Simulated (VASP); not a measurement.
# Na3Rh in VASP: notebook

Runs on Na3Rh. Level: PBE. Tasks: single point, relaxation of cell and atoms.

Program: VASP 6.6.1. These are calculated values, not measurements. Logs are shortened: lines on timing, memory, paths and dates and some standing lists are left out, and cuts for length are marked.

**1. The cell of the first run**

The structure is hexagonal, space group P-6m2 (No. 187). Conventional cell: a = 7.879 Å, b = 7.879 Å, c = 2.913 Å, α = 90.00°, β = 90.00°, γ = 120.00°. Within 3.8 Å of Na (site symmetry mm2) lie 2 Rh at 2.85 Å and 4 Na at 2.91 to 3.64 Å. Rh (site symmetry -6m2) has 6 Na at 2.85 Å and 2 Rh at 2.91 Å within 3.8 Å.

**2. Single point, PBE**

INCAR

```
ALGO     = Fast           # electronic algorithm
EDIFF    = 1E-7           # SCF threshold, eV
ENCUT    = 520            # plane-wave cutoff, eV
GGA      = PE             # functional
ISIF     = 2              # what is computed and relaxed
ISMEAR   = 0              # smearing method
LASPH    = T              # aspherical terms in the spheres
LCHARG   = F              # write CHGCAR
LREAL    = F              # projectors in reciprocal space
LWAVE    = F              # write WAVECAR
NBANDS   = 26             # bands
NELM     = 60             # most SCF steps
PREC     = Accurate       # precision mode
SIGMA    = 0.1            # smearing width, eV
```

KPOINTS

```
k-points
0
Gamma
  3 3 6
```

POSCAR

```
Na3Rh
1.0
    7.8792713954      0.0000000000      0.0000000000
   -3.9396356977      6.8236491917      0.0000000000
    0.0000000000      0.0000000000      2.9131528479
Na Rh
3 1
Direct
    0.8204757574      0.1795242426      0.0000000000
    0.8204757574      0.6409515149      0.0000000000
    0.3590484851      0.1795242426      0.0000000000
    0.0000000000      0.0000000000      0.5000000000
```

Potentials or basis: VASP PAW PBE potentials, release 64 (Na_pv, Rh_pv).

On the command line:

```console
$ cat potpaw_PBE.64/Na_pv/POTCAR potpaw_PBE.64/Rh_pv/POTCAR > POTCAR
$ mpirun -np 1 vasp_std > vasp.out
```

OUTCAR:

```text
EDIFF = 1E-7
   ENCUT = 520
   GGA = PE
   ISIF = 2
   ISMEAR = 0
   LASPH = T
   LREAL = F
   NELM = 60
   PREC = Accurate

 ion  position               nearest neighbor table
   1  0.820  0.180  0.000-   4 2.85   4 2.85
   2  0.820  0.641  0.000-   4 2.85   4 2.85
   3  0.359  0.180  0.000-   4 2.85   4 2.85
   4  0.000  0.000  0.500-   2 2.85   2 2.85   3 2.85   3 2.85   1 2.85   1 2.85

  LATTYP: Found a hexagonal cell.
 ALAT       =     7.8792713954
 C/A-ratio  =     0.3697236333

  Lattice vectors:

 A1 = (   7.8792713954,   0.0000000000,   0.0000000000)
 A2 = (  -3.9396356977,   6.8236491917,   0.0000000000)
 A3 = (   0.0000000000,   0.0000000000,   2.9131528479)

Analysis of symmetry for initial positions (statically):
=====================================================================
 Subroutine PRICEL returns:
 Original cell was already a primitive cell.

 Routine SETGRP: Setting up the symmetry group for a
 hexagonal supercell.

 Subroutine GETGRP returns: Found 12 space group operations
 (whereof 12 operations were pure point group operations)
 out of a pool of 24 trial point group operations.

The static configuration has the point symmetry D_3h.

Analysis of symmetry for dynamics (positions and initial velocities):
=====================================================================
 Subroutine PRICEL returns:
 Original cell was already a primitive cell.

 Routine SETGRP: Setting up the symmetry group for a
 hexagonal supercell.

 Subroutine GETGRP returns: Found 12 space group operations
 (whereof 12 operations were pure point group operations)
 out of a pool of 24 trial point group operations.

The dynamic configuration has the point symmetry D_3h.

 Subroutine INISYM returns: Found 12 space group operations
 (whereof 12 operations are pure point group operations),
 and found     1 'primitive' translations

----------------------------------------------------------------------------------------

                                     Primitive cell

  volume of cell :     156.6268

  direct lattice vectors                    reciprocal lattice vectors
     7.879271395  0.000000000  0.000000000     0.126915288  0.073274576  0.000000000
    -3.939635698  6.823649192  0.000000000     0.000000000  0.146549152  0.000000000
     0.000000000  0.000000000  2.913152848     0.000000000  0.000000000  0.343270694

  length of vectors
     7.879271395  7.879271395  2.913152848     0.146549152  0.146549152  0.343270694

  position of ions in fractional coordinates (direct lattice)
     0.820475757  0.179524243  0.000000000
     0.820475757  0.640951515  0.000000000
     0.359048485  0.179524243  0.000000000
     0.000000000  0.000000000  0.500000000

  ion indices of the primitive-cell ions
   primitive index   ion index
                 1           1
                 2           2
                 3           3
                 4           4

----------------------------------------------------------------------------------------

 KPOINTS: k-points

Automatic generation of k-mesh.
 Grid dimensions read from file:
 generate k-points for:    3    3    6

 Generating k-lattice:

  Cartesian coordinates                     Fractional coordinates (reciprocal lattice)
     0.042305096  0.024424859  0.000000000     0.333333333  0.000000000  0.000000000
     0.000000000  0.048849717  0.000000000     0.000000000  0.333333333  0.000000000
     0.000000000  0.000000000  0.057211782     0.000000000  0.000000000  0.166666667

  Length of vectors
     0.048849717  0.048849717  0.057211782

  Shift w.r.t. Gamma in fractional coordinates (k-lattice)
     0.000000000  0.000000000  0.000000000

 Subroutine IBZKPT returns following result:
 ===========================================

 Found     12 irreducible k-points:

 Following reciprocal coordinates:
            Coordinates               Weight
  0.000000  0.000000  0.000000      1.000000
  0.333333  0.000000  0.000000      6.000000
  0.333333  0.333333  0.000000      2.000000
  0.000000  0.000000  0.166667      2.000000
  0.333333  0.000000  0.166667     12.000000
  0.333333  0.333333  0.166667      4.000000
  0.000000  0.000000  0.333333      2.000000
  0.333333  0.000000  0.333333     12.000000
  0.333333  0.333333  0.333333      4.000000
  0.000000  0.000000  0.500000      1.000000
  0.333333  0.000000  0.500000      6.000000
  0.333333  0.333333  0.500000      2.000000
   k-points           NKPTS =     12   k-points in BZ     NKDIM =     12   number of bands    NBANDS=     26
   number of dos      NEDOS =    301   number of ions     NIONS =      4
   total plane-waves  NPLWV =  86400
   dimension x,y,z NGX =    60 NGY =   60 NGZ =   24
   dimension x,y,z NGXF=   120 NGYF=  120 NGZF=   48
   ions per type =               3   1
   NGX,Y,Z   is equivalent  to a cutoff of  12.66, 12.66, 13.70 a.u.
   NGXF,Y,Z  is equivalent  to a cutoff of  25.32, 25.32, 27.39 a.u.
 SYSTEM =  unknown system
   PREC   = accura    normal or accurate (medium, high low for compatibility)
   ISTART =      0    job   : 0-new  1-cont  2-samecut
   ICHARG =      2    charge: 1-file 2-atom 10-const
   ISPIN  =      1    spin polarized calculation?
   LNONCOLLINEAR =      F non collinear calculations
   LSORBIT =      F    spin-orbit coupling
   LASPH  =      T    aspherical Exc in radial PAW
   ENCUT  =  520.0 eV  38.22 Ry    6.18 a.u.  14.65 14.65  5.42*2*pi/ulx,y,z
   NELM   =     60;   NELMIN=  2; NELMDL= -5     # of ELM steps
   EDIFF  = 0.1E-06   stopping-criterion for ELM
   LREAL  =      F    real-space projection
   EDIFFG = 0.1E-05   stopping-criterion for IOM
   NSW    =      0    number of steps for IOM
   IBRION =     -1    ionic relax: 0-MD 1-quasi-New 2-CG
   NFREE  =      0    steps in history (QN), initial steepest desc. (CG)
   ISIF   =      2    stress and relaxation
   ISYM   =      2    0-nonsym 1-usesym 2-fastsym
   POTIM  = 0.5000    time-step for ionic-motion
   TEBEG  =    0.0;   TEEND  =   0.0 temperature during run
   PSTRESS=    0.0 pullay stress
   NELECT =      36.0000    total number of electrons
   NUPDOWN=      -1.0000    fix difference up-down
   EMIN   =  10.00;   EMAX   =-10.00  energy-range for DOS
   EFERMI =   0.00;   METHOD = LEGACY
   ISMEAR =     0;   SIGMA  =   0.10  broadening in eV -4-tet -1-fermi 0-gaus
   EFERMI_NEDOS =   21; number of points for ismear=-14 and -15
   IALGO  =     68    algorithm
   IMIX   =      4    mixing-type and parameters
     AMIX     =   0.40;   BMIX     =  1.00
     AMIX_MAG =   1.60;   BMIX_MAG =  1.00
  volume/ion in A,a.u.               =      39.16       264.24
  Fermi-wavevector in a.u.,A,eV,Ry     =   1.002814  1.895043 13.682503  1.005636
  Thomas-Fermi vector in A             =   2.135325
   LORBIT       =      0    0 simple, 1 ext, 2 COOP (PROOUT), +10 PAW based schemes
   GGA     = PE    functional components
   LHFCALC =     F    Hartree Fock is set to
   AEXX    =    0.0000 exact exchange contribution
   IVDW    =     0    specifies the selected vdW correction
   LEPSILON=     F    determine dielectric tensor
   LRPA    =     F    only Hartree local field effects (RPA)
 non-spin polarized calculation
 RMM-DIIS sequential band-by-band and
 Gauss-broadening in eV      SIGMA  =   0.10
  energy-cutoff  :      520.00
  volume of cell :      156.63
 maximum number of plane-waves:      4247
 NGX is ok and might be reduce to    60
   NGX = 29   NGY = 29   NGZ = 11

 number of electron      36.0000002 magnetization

 Free energy of the ion-electron system (eV)
  ---------------------------------------------------
  ext. energy  EPLUGINS =         0.00000000
  ---------------------------------------------------
  free energy    TOTEN  =        -8.94413118 eV

  energy without entropy =       -8.93601615  energy(sigma->0) =       -8.94007367

 E-fermi :   0.1739     XC(G=0):  -6.1974

 val. band max:        0.1650701156   @ k =   0.0000   0.0000   0.1667
 cond. band min:       0.3410815576   @ k =   0.3333   0.0000   0.0000
 fundamental gap:      0.1760114420
 Fermi energy:         0.1738649437

 k-point     1 :       0.0000    0.0000    0.0000
  band No.  band energies     occupation
      1     -44.7781      2.00000
      2     -44.5193      2.00000
      3     -44.5193      2.00000
      4     -24.3192      2.00000
      5     -24.3192      2.00000
      6     -24.3109      2.00000
[... 18 lines left out ...]
     25       7.1889      0.00000
     26       7.2383      0.00000

 k-point     2 :       0.3333    0.0000    0.0000
  band No.  band energies     occupation
      1     -44.7781      2.00000
      2     -44.5193      2.00000
      3     -44.5193      2.00000
      4     -24.3192      2.00000
      5     -24.3184      2.00000
      6     -24.3117      2.00000
[... 18 lines left out ...]
     25       5.0284      0.00000
     26       5.2925      0.00000

 k-point     3 :       0.3333    0.3333    0.0000
  band No.  band energies     occupation
      1     -44.7781      2.00000
      2     -44.5193      2.00000
      3     -44.5193      2.00000
      4     -24.3191      2.00000
      5     -24.3179      2.00000
      6     -24.3121      2.00000
[... 18 lines left out ...]
     25       5.5451      0.00000
     26       6.0115      0.00000

 k-point     4 :       0.0000    0.0000    0.1667
  band No.  band energies     occupation
      1     -44.8207      2.00000
      2     -44.5152      2.00000
      3     -44.5152      2.00000
      4     -24.3134      2.00000
      5     -24.3134      2.00000
      6     -24.3053      2.00000
[... 18 lines left out ...]
     25       7.7000      0.00000
     26       7.7733      0.00000
[... 148 lines left out ...]
      1     -44.9473      2.00000
      2     -44.5029      2.00000
      3     -44.5029      2.00000
      4     -24.4303      2.00000
      5     -24.4263      2.00000
      6     -24.4263      2.00000
[... 18 lines left out ...]
     25       5.5759      0.00000
     26       5.9557      0.00000

 k-point    11 :       0.3333    0.0000    0.5000
  band No.  band energies     occupation
      1     -44.9473      2.00000
      2     -44.5029      2.00000
      3     -44.5029      2.00000
      4     -24.4297      2.00000
      5     -24.4269      2.00000
      6     -24.4263      2.00000
[... 18 lines left out ...]
     25       5.8030      0.00000
     26       6.3846      0.00000

 k-point    12 :       0.3333    0.3333    0.5000
  band No.  band energies     occupation
      1     -44.9473      2.00000
      2     -44.5029      2.00000
      3     -44.5029      2.00000
      4     -24.4292      2.00000
      5     -24.4274      2.00000
      6     -24.4263      2.00000
[... 18 lines left out ...]
     25       6.1497      0.00000
     26       6.2636      0.00000

------------------------ aborting loop because EDIFF is reached ----------------------------------------

  FORCE on cell =-STRESS in cart. coord.  units (eV):
  Direction    XX          YY          ZZ          XY          YZ          ZX
  --------------------------------------------------------------------------------------
  -------------------------------------------------------------------------------------
  Total       -0.0328955     -0.0328955      0.0603363      0.0000000     -0.0000000      0.0000000
  in kB       -0.3364968     -0.3364968      0.6171957      0.0000000     -0.0000000      0.0000000
  external PRESSURE =      -0.0185993 kB  Pullay stress =       0.0000000 kB

 VOLUME and BASIS-vectors are now :
 -----------------------------------------------------------------------------
  energy-cutoff  :      520.00
  volume of cell :      156.63
      direct lattice vectors                 reciprocal lattice vectors
     7.879271395  0.000000000  0.000000000     0.126915288  0.073274576  0.000000000
    -3.939635698  6.823649192  0.000000000     0.000000000  0.146549152  0.000000000
     0.000000000  0.000000000  2.913152848     0.000000000  0.000000000  0.343270694

 POSITION                                       TOTAL-FORCE (eV/Angst)
 -----------------------------------------------------------------------------------
      5.75749      1.22501      0.00000        -0.003201      0.001848     -0.000000
      3.93964      4.37363      0.00000         0.000000     -0.003696      0.000000
      2.12178      1.22501      0.00000         0.003201      0.001848     -0.000000
      0.00000      0.00000      1.45658         0.000000      0.000000      0.000000
 -----------------------------------------------------------------------------------
    total drift:                               -0.000001      0.000001     -0.000000

  FREE ENERGIE OF THE ION-ELECTRON SYSTEM (eV)
  ---------------------------------------------------
  free  energy   TOTEN  =        -8.9441311828 eV

  energy  without entropy=       -8.9360161481  energy(sigma->0) =       -8.94007367
```

It took 48 s on 1 thread of Intel Xeon Platinum 8488C (Sapphire Rapids), shared host; peak memory 0.29 GiB.

Results:

```
Free energy            : -8.9441 eV
Pressure               : 0.0 GPa
Largest force          : 0.004 eV/Å
Band gap on the k mesh : zero (band 18 reaches 2.31 eV, above the bottom of band 19 at -0.16 eV)
```

Forces on the atoms (eV/Å):
```
Na  -0.003  0.002  0.000
Na   0.000 -0.004  0.000
Na   0.003  0.002  0.000
Rh   0.000  0.000  0.000
```

[end of part 1 of 2]
